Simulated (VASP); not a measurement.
Here is a VASP 6.6.1 calculation.

The input INCAR:

```
SYSTEM = As
PREC = Accurate
ENCUT = 520
EDIFF = 1E-6
ISMEAR = 0
SIGMA = 0.05
LREAL = .False.
LASPH = .True.
NELM = 100
ALGO = Normal
ISIF = 2
LWAVE = .False.
LCHARG = .False.
NBANDS = 8
```

KPOINTS

```
regular mesh
0
Gamma
  16 16 16
  0 0 0
```

File POSCAR:

```
As
1.0
    2.7100410000     -0.0173790000     -0.0118580000
   -0.0173790000      2.7297000000      0.0332640000
   -0.0118580000      0.0332640000      2.6721930000
As
1
Direct
    0.4843510000      0.5055250000      0.4963750000
```

Potentials or basis: VASP PAW LDA potentials, release 64 (As).

Command:

```console
$ cat potpaw_LDA.64/As/POTCAR > POTCAR
$ mpirun -np 1 vasp_std > vasp.out
```

Predict the pressure.

-2.7 GPa.

What does it give for the band gap on the k mesh?

Zero (an odd number of electrons rules out a gap without spin polarisation).

Stress tensor (GPa, compression positive):
```
-2.95  0.52  0.35
 0.52 -4.50 -1.03
 0.35 -1.03 -0.54
```
